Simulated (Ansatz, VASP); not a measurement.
# One calculation of TaWC2, two programs

The input INCAR:

```
PREC = Accurate
ENCUT = 520
EDIFF = 1E-6
ISMEAR = -1
SIGMA = 0.05
LREAL = F
LASPH = T
NELM = 100
ALGO = Normal
ISIF = 2
LWAVE = F
LCHARG = F
GGA = PS
NBANDS = 24
```

The input KPOINTS:

```
Automatic mesh
0
Gamma
  10 10 10
```

The input POSCAR:

```
TaWC2
1.0
    1.5822650862      0.9135211734      5.1354062173
   -1.5822650862      0.9135211734      5.1354062173
    0.0000000000     -1.8270423469      5.1354062173
W Ta C
1 1 2
Direct
    0.0000000000      0.0000000000      0.0000000000
    0.5000000000      0.5000000000      0.5000000000
    0.2509330000      0.2509330000      0.2509330000
    0.7490670000      0.7490670000      0.7490670000
```

Contents of input.yaml:

```yaml
crystal:
  lattice:
    - [1.5822650862, 0.9135211734, 5.1354062173]
    - [-1.5822650862, 0.9135211734, 5.1354062173]
    - [0.0, -1.8270423469, 5.1354062173]
  atoms:
    - { symbol: W, position: [0.0, 0.0, 0.0] }
    - { symbol: Ta, position: [0.5, 0.5, 0.5] }
    - { symbol: C, position: [0.250933, 0.250933, 0.250933] }
    - { symbol: C, position: [0.749067, 0.749067, 0.749067] }
kpoints:
  mp_grid: { grid: [10, 10, 10] }
scf:
  occupations: { method: fermi_dirac, width: 0.05 }
hamiltonian:
  xc: pbesol
  pseudopotentials: { kind: all_electron, lapw: { basis_error: 0.001 } }
output:
  forces: true
  stress: true
  eigenvalues: true
```

Change from the starting cell: volume scaled by 1.02.

Alike in both runs: task single point; functional PBEsol; k mesh 10 × 10 × 10; occupations fermi-dirac, width 0.05 eV; no spin polarisation.

|  | VASP | Ansatz |
| --- | --- | --- |
| version | VASP 6.6.1 | Ansatz 0.2.0 |
| potentials or method | VASP PAW PBE potentials, release 64 (W_sv, Ta_pv, C), cutoff 520 eV | all-electron LAPW, scalar-relativistic |

|  | VASP | Ansatz | Ansatz less VASP |
| --- | --- | --- | --- |
| gap on the k mesh at the Fermi level (eV) | none | none | - |
| pressure (GPa) | -16.1 | -16.9 | -0.75 |
| traceless stress, the component that is largest in VASP (GPa) | 0.09 | 0.08 | -0.015 |
| rms of the force components (eV/Å) | 0.035 | 0.030 | -0.0051 |

VASP's potentials were made for PBE, not for PBEsol. Atom by atom the forces differ by 0.005 eV/Å (rms over components). A gap of «none» marks a metal or a gap that the smearing closes. Ansatz ran all-electron here, and VASP with PAW potentials.

Neither program's run includes spin-orbit coupling.
